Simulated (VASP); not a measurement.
Set up this calculation in VASP 6.6.1, as the native input.

| Item | Value |
| --- | --- |
| Task | single point |
| Functional | PBE |
| Potentials or basis | VASP PAW PBE potentials, release 64 (Rb_sv, Ru_pv) |
| Cutoff | 520 eV |
| k mesh | 6 × 6 × 2 |
| Occupations | gaussian, width 0.1 eV |
| Spin | no spin polarisation |
| Dipole correction | no |
| Further INCAR settings | ALGO = Normal; EDIFF = 1e-07; NBANDS = 26 |

The structure of RbRu2 lies in POSCAR:

```
RbRu2
1.0
    3.7971947522     -0.0000000031      0.0000000000
   -1.8985973734      3.2884671200      0.0000000000
    0.0000000000      0.0000000000      6.5153788841
Rb Ru
1 2
Direct
    0.0000000000      0.0000000000      0.0000000000
    0.3333333333      0.6666666667      0.4341179966
    0.6666666667      0.3333333333      0.5658820034
```

The input as run:

INCAR

```
SYSTEM = RbRu2
PREC = Accurate
ENCUT = 520
EDIFF = 1E-7
ISMEAR = 0
SIGMA = 0.1
LREAL = .False.
LASPH = .True.
NELM = 60
ALGO = Normal
ISIF = 2
LWAVE = .False.
LCHARG = .False.
GGA = PE
NBANDS = 26
```

KPOINTS

```
regular mesh
0
Gamma
  6 6 2
  0 0 0
```

Potentials or basis: VASP PAW PBE potentials, release 64 (Rb_sv, Ru_pv).

Launch:

```sh
$ cat potpaw_PBE.64/Rb_sv/POTCAR potpaw_PBE.64/Ru_pv/POTCAR > POTCAR
$ mpirun -np 1 vasp_std > vasp.out
```

It gave:

```json
{"Pressure": "0.2 GPa", "Largest force": "0.018 eV/Å"}
```

Caveat: the k points lie up to 0.48 Å⁻¹ apart.

It took 29 s on 1 thread of Intel(R) Xeon(R) Platinum 8488C (Sapphire Rapids), with other jobs on the host, peak memory 0.19 GiB.
